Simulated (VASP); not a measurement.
H:

```
H
1.0
     1.66581   -2.74695   -0.00524
     1.61134    2.71408    0.00071
    -0.00869    0.00688    6.29344
H
4
Cartesian
  1.6124 -0.4069 6.2765
  1.5895 0.3129 0.0422
  1.5698 0.4169 3.1504
  1.6092 -0.4828 3.1787
```

Base run:

* Program: VASP 6.6.1
* Functional: PBEsol
* Potentials or basis: VASP PAW PBE potentials, release 64 (H)
* Cutoff: 500 eV
* k mesh: 6 × 6 × 4
* Occupations: gaussian, width 0.02 eV
* Spin: no spin polarisation

Its results: band gap on the k mesh 6.78 eV; pressure -2.0 GPa; largest force 3.058 eV/Å.

**Question.** The run is repeated on the same cell with these changes: k mesh from 6 × 6 × 4 to 1 × 1 × 1. What comes out?

**Answer.** Band gap on the k mesh 10.50 eV; pressure -15.4 GPa; largest force 3.538 eV/Å.

Caveats: some runs use coarse meshes; the PAW data sets were made with another functional, which shifts forces and pressure a little.

A k mesh can miss the band edges.
